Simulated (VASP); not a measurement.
Runs of VASP 6.6.1 on Be. The structure is that of space group P6_3/mmc (No. 194), or close to it. The cells are those of the table. 

| task | cell | cutoff (eV) | gap on the mesh (eV) | pressure (GPa) |
| --- | --- | --- | --- | --- |
| relaxation of cell and atoms | relaxed to 420 GPa from a = 1.692, b = 1.692, c = 2.735 Å, angles 90.0, 90.0, 120.0°, 2 atoms | 600 | none | 420.0 |
| single point | a = 1.692, b = 1.692, c = 2.734 Å, angles 90.0, 90.0, 120.0°, 2 atoms | 520 | none | (a) |
| relaxation of cell and atoms | relaxed to 420 GPa from a = 1.689, b = 1.689, c = 2.736 Å, angles 90.0, 90.0, 120.0°, 2 atoms | 600 | none | 420.0 |
| single point | a = 1.692, b = 1.692, c = 2.735 Å, angles 90.0, 90.0, 120.0°, 2 atoms | 520 | none | 423.1 |

Alike in all rows: level PBE; potentials or basis VASP PAW PBE potentials, release 64 (Be); no spin polarisation; k mesh 26 × 26 × 14; smearing fermi-dirac 0.08 eV.

Problem. Fill in the values left out.

Solution. (a) 424.1.

Caveats: the cell is relaxed towards a set pressure, so the run minimises the enthalpy, not the energy (at least some runs); the cell stands under pressure (at least some runs).

A gap of «none» marks levels without a gap at the run's occupations.
